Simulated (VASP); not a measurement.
Set up this calculation in VASP 6.6.1, as the native input.

| Property | Result |
| --- | --- |
| Task | single point |
| Functional | PBE |
| Potentials or basis | VASP PAW PBE potentials, release 64 (Sb) |
| Cutoff | 520 eV |
| k mesh | 14 × 10 × 10 |
| Occupations | gaussian, width 0.1 eV |
| Spin | no spin polarisation |
| Dipole correction | no |
| Further INCAR settings | ALGO = Normal; EDIFF = 1e-07; NBANDS = 12 |

The structure of Sb lies in POSCAR:

```
Sb
1.0
    3.2348970853      0.0000000000     -0.0000304263
    0.0000000000      4.3875491015      0.0000000000
   -0.0099169865      0.0000000000      4.3873875948
Sb
2
Direct
    0.0000091016      0.7500000000      0.7499771490
    0.9999908984      0.2500000000      0.2500228510
```

This cell differs from its parent crystal: uniaxial strain along a: +4.0 %, then relaxed in part.

The input as run:

INCAR

```
SYSTEM = Sb
PREC = Accurate
ENCUT = 520
EDIFF = 1E-7
ISMEAR = 0
SIGMA = 0.1
LREAL = .FALSE.
LASPH = .TRUE.
NELM = 60
ALGO = Normal
ISIF = 2
LWAVE = .FALSE.
LCHARG = .FALSE.
GGA = PE
NBANDS = 12
```

KPOINTS

```
regular mesh
0
G
  14 10 10
  0 0 0
```

Potentials or basis: VASP PAW PBE potentials, release 64 (Sb).

Command:

```sh
$ cat potpaw_PBE.64/Sb/POTCAR > POTCAR
$ mpirun -np 1 vasp_std > vasp.out
```

It gave:

```yaml
Pressure: -1.6 GPa
Band_gap_on_the_k_mesh: zero (bands 5 and 6 overlap by 7.58 eV)
```

Caveat: the cell differs from its parent crystal (uniaxial strain along a: +4.0 %, then relaxed in part); spin-orbit coupling is left out, which moves the levels of the heavy elements.

Run time: 3.9 min on 1 thread of Intel Xeon 8259CL, on a shared host, peak memory 0.4 GiB.
